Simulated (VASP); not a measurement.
Runs of VASP 6.6.1 on ScAlTlAs3. The structure is that of space group P-6m2 (No. 187), or close to it. The cells are those of the table. 

```tsv
task	cell	k mesh	cutoff (eV)	gap on the mesh (eV)	pressure (GPa)	relaxed volume (Å³/atom)	largest force (eV/Å)
relaxation of cell and atoms	relaxed from a = 6.042, b = 6.042, c = 4.443 Å, angles 90.0, 90.0, 120.0°, 6 atoms	3 × 3 × 4	600	none	0.2	23.44	0.02
relaxation of cell and atoms	relaxed from a = 6.599, b = 6.599, c = 3.731 Å, angles 90.0, 90.0, 120.0°, 6 atoms	3 × 3 × 6	600	none	0.1	-	0.04
single point	a = 6.597, b = 6.597, c = 3.732 Å, angles 90.0, 90.0, 120.0°, 6 atoms	6 × 6 × 10	520	none	0.1	-	-
single point	a = 6.599, b = 6.599, c = 3.731 Å, angles 90.0, 90.0, 120.0°, 6 atoms	3 × 3 × 6	520	none	0.1	-	0.04
single point	a = 6.599, b = 6.599, c = 3.731 Å, angles 90.0, 90.0, 120.0°, 6 atoms	3 × 3 × 4	520	none	0.2	-	0.01
single point	a = 6.042, b = 6.042, c = 4.443 Å, angles 90.0, 90.0, 120.0°, 6 atoms	3 × 3 × 4	520	none	(a)	-	0.47
relaxation of cell and atoms	relaxed from a = 6.599, b = 6.599, c = 3.731 Å, angles 90.0, 90.0, 120.0°, 6 atoms	6 × 6 × 10	600	none	0.0	(b)	-
```

Alike in all rows: level PBE; potentials or basis VASP PAW PBE potentials, release 64 (Sc_sv, Al, Tl_d, As); no spin polarisation; smearing gaussian 0.1 eV.

Question: Fill in the values left out.

Answer: (a) -2.6; (b) 23.49.

Caveats: some runs use coarse meshes; spin-orbit coupling is left out, which moves the levels of the heavy elements; the relaxation stopped at its first step, so nothing moved (some runs).

A k mesh can miss the band edges, and the runs leave out spin-orbit coupling on As, Tl.

A gap of «none» marks levels without a gap at the run's occupations.
